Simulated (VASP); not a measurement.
# HfOs (Pm-3m) in VASP: notebook

HfOs is run at these levels: LDA; tasks: single point.

Everything below comes from runs of VASP 6.6.1. Logs are shortened: lines on timing, memory, paths and dates and some standing lists are left out, and cuts for length are marked.

**1. The cell of the first run**

Symmetry: Pm-3m, No. 221, cubic system. The conventional cell has a = 3.239 Å, b = 3.239 Å, c = 3.239 Å, α = 90.00°, β = 90.00°, γ = 90.00°. Hf (site symmetry m-3m) has 8 Os at 2.81 Å and 6 Hf at 3.24 Å within 3.7 Å. Os (site symmetry m-3m) has 8 Hf at 2.81 Å and 6 Os at 3.24 Å within 3.7 Å.

**2. Single point, LDA**

The input, INCAR:

```
PREC = Accurate ; ENCUT = 520
EDIFF = 1E-7 ; ISMEAR = 1
SIGMA = 0.1 ; LREAL = False
LASPH = True ; NELM = 80
ALGO = Normal ; ISIF = 2
LWAVE = False ; LCHARG = False
NBANDS = 16
```

The input, KPOINTS:

```
regular mesh
0
Gamma
  2 2 2
```

The input, POSCAR:

```
HfOs
1.0
    3.2390000000      0.0000000000      0.0000000000
    0.0000000000      3.2390000000      0.0000000000
    0.0000000000      0.0000000000      3.2390000000
Hf Os
1 1
Direct
    0.0000000000      0.0000000000      0.0000000000
    0.5000000000      0.5000000000      0.5000000000
```

Potentials or basis: VASP PAW LDA potentials, release 64 (Hf_pv, Os).

Launch:

```sh
cat potpaw_LDA.64/Hf_pv/POTCAR potpaw_LDA.64/Os/POTCAR > POTCAR
mpirun -np 1 vasp_std > vasp.out
```

OUTCAR:

```text
PREC = Accurate
   ENCUT = 520
   EDIFF = 1E-7
   ISMEAR = 1
   LREAL = False
   LASPH = True
   NELM = 80
   ISIF = 2

 ion  position               nearest neighbor table
   1  0.000  0.000  0.000-   2 2.81   2 2.81   2 2.81   2 2.81   2 2.81   2 2.81   2 2.81   2 2.81

   2  0.500  0.500  0.500-   1 2.81   1 2.81   1 2.81   1 2.81   1 2.81   1 2.81   1 2.81   1 2.81

  LATTYP: Found a simple cubic cell.
 ALAT       =     3.2390000000

  Lattice vectors:

 A1 = (   3.2390000000,   0.0000000000,   0.0000000000)
 A2 = (   0.0000000000,   3.2390000000,   0.0000000000)
 A3 = (   0.0000000000,   0.0000000000,   3.2390000000)

Analysis of symmetry for initial positions (statically):
=====================================================================
 Subroutine PRICEL returns:
 Original cell was already a primitive cell.

 Routine SETGRP: Setting up the symmetry group for a
 simple cubic supercell.

 Subroutine GETGRP returns: Found 48 space group operations
 (whereof 48 operations were pure point group operations)
 out of a pool of 48 trial point group operations.

The static configuration has the point symmetry O_h .

Analysis of symmetry for dynamics (positions and initial velocities):
=====================================================================
 Subroutine PRICEL returns:
 Original cell was already a primitive cell.

 Routine SETGRP: Setting up the symmetry group for a
 simple cubic supercell.

 Subroutine GETGRP returns: Found 48 space group operations
 (whereof 48 operations were pure point group operations)
 out of a pool of 48 trial point group operations.

The dynamic configuration has the point symmetry O_h .

 Subroutine INISYM returns: Found 48 space group operations
 (whereof 48 operations are pure point group operations),
 and found     1 'primitive' translations

----------------------------------------------------------------------------------------

                                     Primitive cell

  volume of cell :      33.9807

  direct lattice vectors                    reciprocal lattice vectors
     3.239000000  0.000000000  0.000000000     0.308737265  0.000000000  0.000000000
     0.000000000  3.239000000  0.000000000     0.000000000  0.308737265  0.000000000
     0.000000000  0.000000000  3.239000000     0.000000000  0.000000000  0.308737265

  length of vectors
     3.239000000  3.239000000  3.239000000     0.308737265  0.308737265  0.308737265

  position of ions in fractional coordinates (direct lattice)
     0.000000000  0.000000000  0.000000000
     0.500000000  0.500000000  0.500000000

  ion indices of the primitive-cell ions
   primitive index   ion index
                 1           1
                 2           2

----------------------------------------------------------------------------------------

 KPOINTS: regular mesh

Automatic generation of k-mesh.
 Grid dimensions read from file:
 generate k-points for:    2    2    2

 Generating k-lattice:

  Cartesian coordinates                     Fractional coordinates (reciprocal lattice)
     0.154368632  0.000000000  0.000000000     0.500000000  0.000000000  0.000000000
     0.000000000  0.154368632  0.000000000     0.000000000  0.500000000  0.000000000
     0.000000000  0.000000000  0.154368632     0.000000000  0.000000000  0.500000000

  Length of vectors
     0.154368632  0.154368632  0.154368632

  Shift w.r.t. Gamma in fractional coordinates (k-lattice)
     0.000000000  0.000000000  0.000000000

 Subroutine IBZKPT returns following result:
 ===========================================

 Found      4 irreducible k-points:

 Following reciprocal coordinates:
            Coordinates               Weight
  0.000000  0.000000  0.000000      1.000000
  0.500000  0.000000  0.000000      3.000000
  0.500000  0.500000  0.000000      3.000000
  0.500000  0.500000  0.500000      1.000000
   k-points           NKPTS =      4   k-points in BZ     NKDIM =      4   number of bands    NBANDS=     16
   number of dos      NEDOS =    301   number of ions     NIONS =      2
   total plane-waves  NPLWV =  13824
   dimension x,y,z NGX =    24 NGY =   24 NGZ =   24
   dimension x,y,z NGXF=    48 NGYF=   48 NGZF=   48
   ions per type =               1   1
   NGX,Y,Z   is equivalent  to a cutoff of  12.32, 12.32, 12.32 a.u.
   NGXF,Y,Z  is equivalent  to a cutoff of  24.64, 24.64, 24.64 a.u.
 SYSTEM =  unknown system
   PREC   = accura    normal or accurate (medium, high low for compatibility)
   ISTART =      0    job   : 0-new  1-cont  2-samecut
   ICHARG =      2    charge: 1-file 2-atom 10-const
   ISPIN  =      1    spin polarized calculation?
   LNONCOLLINEAR =      F non collinear calculations
   LSORBIT =      F    spin-orbit coupling
   LASPH  =      T    aspherical Exc in radial PAW
   ENCUT  =  520.0 eV  38.22 Ry    6.18 a.u.   6.02  6.02  6.02*2*pi/ulx,y,z
   NELM   =     80;   NELMIN=  2; NELMDL= -5     # of ELM steps
   EDIFF  = 0.1E-06   stopping-criterion for ELM
   LREAL  =      F    real-space projection
   EDIFFG = 0.1E-05   stopping-criterion for IOM
   NSW    =      0    number of steps for IOM
   IBRION =     -1    ionic relax: 0-MD 1-quasi-New 2-CG
   NFREE  =      0    steps in history (QN), initial steepest desc. (CG)
   ISIF   =      2    stress and relaxation
   ISYM   =      2    0-nonsym 1-usesym 2-fastsym
   POTIM  = 0.5000    time-step for ionic-motion
   TEBEG  =    0.0;   TEEND  =   0.0 temperature during run
   PSTRESS=    0.0 pullay stress
   NELECT =      18.0000    total number of electrons
   NUPDOWN=      -1.0000    fix difference up-down
   EMIN   =  10.00;   EMAX   =-10.00  energy-range for DOS
   EFERMI =   0.00;   METHOD = LEGACY
   ISMEAR =     1;   SIGMA  =   0.10  broadening in eV -4-tet -1-fermi 0-gaus
   EFERMI_NEDOS =   21; number of points for ismear=-14 and -15
   IALGO  =     38    algorithm
   IMIX   =      4    mixing-type and parameters
     AMIX     =   0.40;   BMIX     =  1.00
     AMIX_MAG =   1.60;   BMIX_MAG =  1.00
  volume/ion in A,a.u.               =      16.99       114.66
  Fermi-wavevector in a.u.,A,eV,Ry     =   1.324610  2.503150 23.872671  1.754592
  Thomas-Fermi vector in A             =   2.454132
   LORBIT       =      0    0 simple, 1 ext, 2 COOP (PROOUT), +10 PAW based schemes
   GGA     = CA    functional components
   LHFCALC =     F    Hartree Fock is set to
   AEXX    =    0.0000 exact exchange contribution
   IVDW    =     0    specifies the selected vdW correction
   LEPSILON=     F    determine dielectric tensor
   LRPA    =     F    only Hartree local field effects (RPA)
 non-spin polarized calculation
 Methfessel and Paxton  Order N= 1 SIGMA  =   0.10
  energy-cutoff  :      520.00
  volume of cell :       33.98
 maximum number of plane-waves:       925
   NGX = 13   NGY = 13   NGZ = 13

 number of electron      18.0000003 magnetization

 Free energy of the ion-electron system (eV)
  ---------------------------------------------------
  ext. energy  EPLUGINS =         0.00000000
  ---------------------------------------------------
  free energy    TOTEN  =       -22.12769736 eV

  energy without entropy =      -22.11611858  energy(sigma->0) =      -22.12383777

 E-fermi :   7.8939     XC(G=0): -12.8801

 val. band max:        7.8608390711   @ k =   0.5000   0.5000   0.0000
 cond. band min:       7.9409989893   @ k =   0.5000   0.5000   0.0000
 fundamental gap:      0.0801599182
 Fermi energy:         7.8938942187

 k-point     1 :       0.0000    0.0000    0.0000
  band No.  band energies     occupation
      1     -22.9519      2.00000
      2     -22.9519      2.00000
      3     -22.9519      2.00000
      4      -1.9636      2.00000
      5       1.7958      2.00000
      6       1.7958      2.00000
      7       5.7473      2.00000
      8       5.7473      2.00000
      9       5.7474      2.00000
     10       9.6884     -0.00000
     11       9.6884     -0.00000
     12      13.2564      0.00000
     13      13.2564      0.00000
     14      13.2565      0.00000
     15      15.1841      0.00000
     16      15.1841      0.00000

 k-point     2 :       0.5000    0.0000    0.0000
  band No.  band energies     occupation
      1     -23.3724      2.00000
      2     -22.9354      2.00000
      3     -22.9354      2.00000
      4       2.0592      2.00000
      5       2.5741      2.00000
      6       3.5925      2.00000
      7       5.5855      2.00000
      8       5.5856      2.00000
      9       6.1157      2.00000
     10       6.7318      2.00000
     11       8.3472     -0.00000
     12       8.4310     -0.00000
     13       8.4310     -0.00000
     14      11.2094      0.00000
     15      13.2317      0.00000
     16      19.3541      0.00000

 k-point     3 :       0.5000    0.5000    0.0000
  band No.  band energies     occupation
      1     -23.2845      2.00000
      2     -23.2845      2.00000
      3     -22.8920      2.00000
      4       1.1805      2.00000
      5       1.5903      2.00000
      6       3.8895      2.00000
      7       3.8895      2.00000
      8       7.8608      1.52703
      9       7.9410      0.29243
     10       7.9661      0.06533
     11       7.9661      0.06533
     12      10.5014      0.00000
     13      13.2090      0.00000
     14      13.6574      0.00000
     15      13.6574      0.00000
     16      17.7742      0.00000

 k-point     4 :       0.5000    0.5000    0.5000
  band No.  band energies     occupation
      1     -23.2766      2.00000
      2     -23.2766      2.00000
      3     -23.2766      2.00000
      4       4.1154      2.00000
      5       4.1154      2.00000
      6       4.1154      2.00000
      7       5.0057      2.00000
      8       5.0057      2.00000
      9       5.0057      2.00000
     10       7.9647      0.07492
     11       7.9647      0.07474
     12      11.3123      0.00000
     13      13.4356      0.00000
     14      13.4356      0.00000
     15      15.6480      0.00000
     16      18.1212      0.00000

------------------------ aborting loop because EDIFF is reached ----------------------------------------

  FORCE on cell =-STRESS in cart. coord.  units (eV):
  Direction    XX          YY          ZZ          XY          YZ          ZX
  --------------------------------------------------------------------------------------
  -------------------------------------------------------------------------------------
  Total       -0.9809364     -0.9809364     -0.9809364     -0.0000000      0.0000000     -0.0000000
  in kB      -46.2507293    -46.2507293    -46.2507293     -0.0000000      0.0000000     -0.0000000
  external PRESSURE =     -46.2507293 kB  Pullay stress =       0.0000000 kB

 VOLUME and BASIS-vectors are now :
 -----------------------------------------------------------------------------
  energy-cutoff  :      520.00
  volume of cell :       33.98
      direct lattice vectors                 reciprocal lattice vectors
     3.239000000  0.000000000  0.000000000     0.308737265  0.000000000  0.000000000
     0.000000000  3.239000000  0.000000000     0.000000000  0.308737265  0.000000000
     0.000000000  0.000000000  3.239000000     0.000000000  0.000000000  0.308737265

 POSITION                                       TOTAL-FORCE (eV/Angst)
 -----------------------------------------------------------------------------------
      0.00000      0.00000      0.00000         0.000000      0.000000      0.000000
      1.61950      1.61950      1.61950         0.000000      0.000000      0.000000
 -----------------------------------------------------------------------------------
    total drift:                                0.000000      0.000000     -0.000000

  FREE ENERGIE OF THE ION-ELECTRON SYSTEM (eV)
  ---------------------------------------------------
  free  energy   TOTEN  =       -22.1276973620 eV

  energy  without entropy=      -22.1161185838  energy(sigma->0) =      -22.12383777
```

Wall time 2.7 s (1 thread of Intel Xeon 6975P-C (Granite Rapids), shared host); peak memory 0.12 GiB.

Results:

| Property | Result |
| --- | --- |
| Free energy | -22.1277 eV |
| Pressure | -4.6 GPa |
| Band gap on the k mesh | zero (band 9 reaches 7.94 eV, above the bottom of band 10 at 6.73 eV) |

Levels at points of the mesh, in eV from the Fermi level:
```tsv
k point	band 7	band 8	band 9	band 10	band 11	band 12
(0.00, 0.00, 0.00)	-2.15	-2.15	-2.15	1.79	1.79	5.36
(0.50, 0.00, 0.00)	-2.31	-2.31	-1.78	-1.16	0.45	0.54
(0.50, 0.50, 0.00)	-4.00	-0.03	0.05	0.07	0.07	2.61
(0.50, 0.50, 0.50)	-2.89	-2.89	-2.89	0.07	0.07	3.42
```

Caveat: the k points lie up to 0.97 Å⁻¹ apart; spin-orbit coupling is left out, which moves the levels of the heavy elements.

(Part 1 of 3 ends here.)
